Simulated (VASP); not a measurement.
# MgSi (P4/mmm) in VASP: notebook, part 2 of 2

VASP 6.6.1.

### Step 4. Single point, PBEsol

This run uses another cell than the first one, of 18.40 Å³/atom, 1.060 times its volume.

INCAR

```
SYSTEM = MgSi
ALGO     = Normal         ! electronic algorithm
EDIFF    = 1E-6           ! SCF threshold, eV
ENCUT    = 520            ! plane-wave cutoff, eV
GGA      = PS             ! functional
ISIF     = 2              ! what is computed and relaxed
ISMEAR   = -1             ! smearing method
LASPH    = .True.         ! aspherical terms in the spheres
LCHARG   = .False.        ! write CHGCAR
LREAL    = .False.        ! projectors in reciprocal space
LWAVE    = .False.        ! write WAVECAR
NBANDS   = 10             ! bands
NELM     = 100            ! most SCF steps
PREC     = Accurate       ! precision mode
SIGMA    = 0.1            ! smearing width, eV
```

KPOINTS

```
k-points
0
Gamma
  10 10 7
  0 0 0
```

POSCAR

```
MgSi
1.0
    2.9654358151      0.0000000000      0.0000000000
    0.0000000000      2.9654358151      0.0000000000
    0.0000000000      0.0000000000      4.1839067851
Mg Si
1 1
Direct
    0.0000000000      0.0000000000      0.0000000000
    0.5000000000      0.5000000000      0.5000000000
```

Potentials or basis: VASP PAW PBE potentials, release 64 (Mg, Si).

The run is started by

```console
$ cat potpaw_PBE.64/Mg/POTCAR potpaw_PBE.64/Si/POTCAR > POTCAR
$ mpirun -np 1 vasp_std > vasp.out
```

OUTCAR:

```text
SYSTEM = MgSi
   EDIFF = 1E-6
   ENCUT = 520
   GGA = PS
   ISIF = 2
   ISMEAR = -1
   LASPH = .True.
   LREAL = .False.
   NELM = 100
   PREC = Accurate

 ion  position               nearest neighbor table
   1  0.000  0.000  0.000-   2 2.96   2 2.96   2 2.96   2 2.96   2 2.96   2 2.96   2 2.96   2 2.96

   2  0.500  0.500  0.500-   1 2.96   1 2.96   1 2.96   1 2.96   1 2.96   1 2.96   1 2.96   1 2.96

  LATTYP: Found a simple tetragonal cell.
 ALAT       =     2.9654358151
 C/A-ratio  =     1.4108910278

  Lattice vectors:

 A1 = (   2.9654358151,   0.0000000000,   0.0000000000)
 A2 = (   0.0000000000,   2.9654358151,   0.0000000000)
 A3 = (   0.0000000000,   0.0000000000,   4.1839067851)

Analysis of symmetry for initial positions (statically):
=====================================================================
 Subroutine PRICEL returns:
 Original cell was already a primitive cell.

 Routine SETGRP: Setting up the symmetry group for a
 simple tetragonal supercell.

 Subroutine GETGRP returns: Found 16 space group operations
 (whereof 16 operations were pure point group operations)
 out of a pool of 16 trial point group operations.

The static configuration has the point symmetry D_4h.

Analysis of symmetry for dynamics (positions and initial velocities):
=====================================================================
 Subroutine PRICEL returns:
 Original cell was already a primitive cell.

 Routine SETGRP: Setting up the symmetry group for a
 simple tetragonal supercell.

 Subroutine GETGRP returns: Found 16 space group operations
 (whereof 16 operations were pure point group operations)
 out of a pool of 16 trial point group operations.

The dynamic configuration has the point symmetry D_4h.

 Subroutine INISYM returns: Found 16 space group operations
 (whereof 16 operations are pure point group operations),
 and found     1 'primitive' translations

----------------------------------------------------------------------------------------

                                     Primitive cell

  volume of cell :      36.7925

  direct lattice vectors                    reciprocal lattice vectors
     2.965435815  0.000000000  0.000000000     0.337218562  0.000000000  0.000000000
     0.000000000  2.965435815  0.000000000     0.000000000  0.337218562  0.000000000
     0.000000000  0.000000000  4.183906785     0.000000000  0.000000000  0.239011061

  length of vectors
     2.965435815  2.965435815  4.183906785     0.337218562  0.337218562  0.239011061

  position of ions in fractional coordinates (direct lattice)
     0.000000000  0.000000000  0.000000000
     0.500000000  0.500000000  0.500000000

  ion indices of the primitive-cell ions
   primitive index   ion index
                 1           1
                 2           2

----------------------------------------------------------------------------------------

 KPOINTS: k-points

Automatic generation of k-mesh.
 Grid dimensions read from file:
 generate k-points for:   10   10    7

 Generating k-lattice:

  Cartesian coordinates                     Fractional coordinates (reciprocal lattice)
     0.033721856  0.000000000  0.000000000     0.100000000  0.000000000  0.000000000
     0.000000000  0.033721856  0.000000000     0.000000000  0.100000000  0.000000000
     0.000000000  0.000000000  0.034144437     0.000000000  0.000000000  0.142857143

  Length of vectors
     0.033721856  0.033721856  0.034144437

  Shift w.r.t. Gamma in fractional coordinates (k-lattice)
     0.000000000  0.000000000  0.000000000

 Subroutine IBZKPT returns following result:
 ===========================================

 Found     84 irreducible k-points:

 Following reciprocal coordinates:
            Coordinates               Weight
  0.000000  0.000000  0.000000      1.000000
  0.100000  0.000000  0.000000      4.000000
  0.200000  0.000000  0.000000      4.000000
  0.300000  0.000000  0.000000      4.000000
  0.400000  0.000000  0.000000      4.000000
  0.500000  0.000000  0.000000      2.000000
[... 16 lines left out ...]
  0.100000  0.000000  0.142857      8.000000
  0.200000  0.000000  0.142857      8.000000
 [... further k-points ...]
   k-points           NKPTS =     84   k-points in BZ     NKDIM =     84   number of bands    NBANDS=     10
   number of dos      NEDOS =    301   number of ions     NIONS =      2
   total plane-waves  NPLWV =  18432
   dimension x,y,z NGX =    24 NGY =   24 NGZ =   32
   dimension x,y,z NGXF=    48 NGYF=   48 NGZF=   64
   ions per type =               1   1
   NGX,Y,Z   is equivalent  to a cutoff of  13.45, 13.45, 12.72 a.u.
   NGXF,Y,Z  is equivalent  to a cutoff of  26.91, 26.91, 25.43 a.u.
 SYSTEM =  MgSi
   PREC   = accura    normal or accurate (medium, high low for compatibility)
   ISTART =      0    job   : 0-new  1-cont  2-samecut
   ICHARG =      2    charge: 1-file 2-atom 10-const
   ISPIN  =      1    spin polarized calculation?
   LNONCOLLINEAR =      F non collinear calculations
   LSORBIT =      F    spin-orbit coupling
   LASPH  =      T    aspherical Exc in radial PAW
   ENCUT  =  520.0 eV  38.22 Ry    6.18 a.u.   5.51  5.51  7.78*2*pi/ulx,y,z
   NELM   =    100;   NELMIN=  2; NELMDL= -5     # of ELM steps
   EDIFF  = 0.1E-05   stopping-criterion for ELM
   LREAL  =      F    real-space projection
   EDIFFG = 0.1E-04   stopping-criterion for IOM
   NSW    =      0    number of steps for IOM
   IBRION =     -1    ionic relax: 0-MD 1-quasi-New 2-CG
   NFREE  =      0    steps in history (QN), initial steepest desc. (CG)
   ISIF   =      2    stress and relaxation
   ISYM   =      2    0-nonsym 1-usesym 2-fastsym
   POTIM  = 0.5000    time-step for ionic-motion
   TEBEG  =    0.0;   TEEND  =   0.0 temperature during run
   PSTRESS=    0.0 pullay stress
   NELECT =       6.0000    total number of electrons
   NUPDOWN=      -1.0000    fix difference up-down
   EMIN   =  10.00;   EMAX   =-10.00  energy-range for DOS
   EFERMI =   0.00;   METHOD = LEGACY
   ISMEAR =    -1;   SIGMA  =   0.10  broadening in eV -4-tet -1-fermi 0-gaus
   EFERMI_NEDOS =   21; number of points for ismear=-14 and -15
   IALGO  =     38    algorithm
   IMIX   =      4    mixing-type and parameters
     AMIX     =   0.40;   BMIX     =  1.00
     AMIX_MAG =   1.60;   BMIX_MAG =  1.00
  volume/ion in A,a.u.               =      18.40       124.14
  Fermi-wavevector in a.u.,A,eV,Ry     =   0.894415  1.690199 10.884355  0.799978
  Thomas-Fermi vector in A             =   2.016617
   LORBIT       =      0    0 simple, 1 ext, 2 COOP (PROOUT), +10 PAW based schemes
   GGA     = PS    functional components
   LHFCALC =     F    Hartree Fock is set to
   AEXX    =    0.0000 exact exchange contribution
   IVDW    =     0    specifies the selected vdW correction
   LEPSILON=     F    determine dielectric tensor
   LRPA    =     F    only Hartree local field effects (RPA)
 non-spin polarized calculation
  energy-cutoff  :      520.00
  volume of cell :       36.79
 maximum number of plane-waves:      1011
 NGX is ok and might be reduce to    24
   NGX = 11   NGY = 11   NGZ = 15

 number of electron       6.0000000 magnetization

 Free energy of the ion-electron system (eV)
  ---------------------------------------------------
  ext. energy  EPLUGINS =         0.00000000
  ---------------------------------------------------
  free energy    TOTEN  =        -7.30055930 eV

  energy without entropy =       -7.26792069  energy(sigma->0) =       -7.28424000

 E-fermi :   5.5378     XC(G=0):  -9.7539

 val. band max:        5.5165946697   @ k =   0.2000   0.2000   0.1429
 cond. band min:       5.5529310480   @ k =   0.4000   0.2000   0.0000
 fundamental gap:      0.0363363783
 Fermi energy:         5.5377504477

 k-point     1 :       0.0000    0.0000    0.0000
  band No.  band energies     occupation
      1      -5.3083      2.00000
      2       2.8893      2.00000
      3       4.5867      1.99985
      4       9.6781      0.00000
      5       9.6781      0.00000
      6      10.9938      0.00000
      7      13.4438      0.00000
      8      17.7566      0.00000
      9      17.7566      0.00000
     10      18.1565      0.00000
[... 287 lines left out ...]
 k-point    24 :       0.2000    0.0000    0.1429
  band No.  band energies     occupation
      1      -4.5399      2.00000
      2       2.1310      2.00000
      3       5.3059      1.82072
      4       6.8997      0.00000
      5      10.2483      0.00000
      6      11.8453      0.00000
      7      12.9309      0.00000
      8      15.7519      0.00000
      9      17.2509      0.00000
     10      18.0028      0.00000

 [... further k-points ...]
[... 5 lines left out ...]
  --------------------------------------------------------------------------------------
  -------------------------------------------------------------------------------------
  Total       -0.8338011     -0.8338011     -1.4772252      0.0000000     -0.0000000      0.0000000
  in kB      -36.3089759    -36.3089759    -64.3277296      0.0000000     -0.0000000      0.0000000
  external PRESSURE =     -45.6485605 kB  Pullay stress =       0.0000000 kB

 VOLUME and BASIS-vectors are now :
 -----------------------------------------------------------------------------
  energy-cutoff  :      520.00
  volume of cell :       36.79
      direct lattice vectors                 reciprocal lattice vectors
     2.965435815  0.000000000  0.000000000     0.337218562  0.000000000  0.000000000
     0.000000000  2.965435815  0.000000000     0.000000000  0.337218562  0.000000000
     0.000000000  0.000000000  4.183906785     0.000000000  0.000000000  0.239011061

 POSITION                                       TOTAL-FORCE (eV/Angst)
 -----------------------------------------------------------------------------------
      0.00000      0.00000      0.00000         0.000000      0.000000      0.000000
      1.48272      1.48272      2.09195         0.000000      0.000000      0.000000
 -----------------------------------------------------------------------------------
    total drift:                               -0.000000     -0.000000     -0.000000

  FREE ENERGIE OF THE ION-ELECTRON SYSTEM (eV)
  ---------------------------------------------------
  free  energy   TOTEN  =        -7.3005593038 eV

  energy  without entropy=       -7.2679206868  energy(sigma->0) =       -7.28424000
```

It took 15 s on 1 thread of Intel Xeon 6975P-C (Granite Rapids), shared host; peak memory 0.17 GiB.

What came out:

* Free energy: -7.3006 eV
* Pressure: -4.6 GPa
* Band gap on the k mesh: zero (band 3 reaches 10.11 eV, above the bottom of band 4 at 4.21 eV)

Stress tensor (GPa, compression positive):
```
-3.63  0.00  0.00
 0.00 -3.63  0.00
 0.00  0.00 -6.43
```

Caveat: the PAW data sets were made with another functional, which shifts forces and pressure a little.

### Step 5. Summary

```csv
cell,gap on the mesh (eV),pressure (GPa)
"a = 2.908, b = 2.908, c = 4.103 Å, 2 atoms",none,-1.5
"a = 2.937, b = 2.937, c = 4.144 Å, 2 atoms",none,-3.2
"a = 2.965, b = 2.965, c = 4.184 Å, 2 atoms",none,-4.6
```

Alike in all rows: task single point; level PBEsol; potentials or basis VASP PAW PBE potentials, release 64 (Mg, Si); no spin polarisation; k mesh 10 × 10 × 7; cutoff (eV) 520; smearing fermi-dirac 0.1 eV.

Caveats: the PAW data sets were made with another functional, which shifts forces and pressure a little.

Total energies depend on the potentials used, so only differences within one code and one set of settings carry meaning.
